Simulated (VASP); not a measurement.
Here is a VASP 6.6.1 calculation.

INCAR

```
ALGO     = Normal         # electronic algorithm
EDIFF    = 1E-6           # SCF threshold, eV
ENCUT    = 520            # plane-wave cutoff, eV
GGA      = PE             # functional
ISIF     = 2              # what is computed and relaxed
ISMEAR   = -1             # smearing method
LASPH    = T              # aspherical terms in the spheres
LCHARG   = F              # write CHGCAR
LREAL    = F              # projectors in reciprocal space
LWAVE    = F              # write WAVECAR
NBANDS   = 54             # bands
NELM     = 60             # most SCF steps
PREC     = Accurate       # precision mode
SIGMA    = 0.15           # smearing width, eV
```

The input KPOINTS:

```
k-points
0
Gamma
  3 3 3
```

The input POSCAR:

```
Cs2AgBiBr6
1.0
    0.0000000000      5.6254240000      5.6254240000
    5.6254240000      0.0000000000      5.6254240000
    5.6254240000      5.6254240000      0.0000000000
Bi Ag Cs Br
1 1 2 6
Direct
    0.0000000000      0.0000000000      0.0000000000
    0.5000000000      0.5000000000      0.5000000000
    0.2500000000      0.2500000000      0.2500000000
    0.7500000000      0.7500000000      0.7500000000
    0.2505500000      0.7494500000      0.2505500000
    0.2505500000      0.7494500000      0.7494500000
    0.7494500000      0.2505500000      0.7494500000
    0.7494500000      0.2505500000      0.2505500000
    0.2505500000      0.2505500000      0.7494500000
    0.7494500000      0.7494500000      0.2505500000
```

Potentials or basis: VASP PAW PBE potentials, release 64 (Bi_d, Ag, Cs_sv, Br).

Run with:

```console
$ cat potpaw_PBE.64/Bi_d/POTCAR potpaw_PBE.64/Ag/POTCAR potpaw_PBE.64/Cs_sv/POTCAR potpaw_PBE.64/Br/POTCAR > POTCAR
$ mpirun -np 1 vasp_std > vasp.out
```

**Question.** Estimate the largest force.

**Answer.** 0.274 eV/Å.

**Question.** Estimate the pressure.

**Answer.** 1.7 GPa.

**Question.** What does it give for the band gap on the k mesh?

**Answer.** 1.91 eV, indirect (least direct gap 2.53 eV).

Forces in eV/Å, atoms in the order of the input:
```
Bi   0.000  0.000  0.000
Ag   0.000  0.000  0.000
Cs   0.000  0.000  0.000
Cs   0.000  0.000  0.000
Br   0.000  0.274  0.000
Br  -0.274  0.000  0.000
Br   0.000 -0.274  0.000
Br   0.274  0.000  0.000
Br   0.000  0.000  0.274
Br   0.000  0.000 -0.274
```

Caveat: spin-orbit coupling is left out, which moves the levels of the heavy elements. A k mesh can miss the band edges.
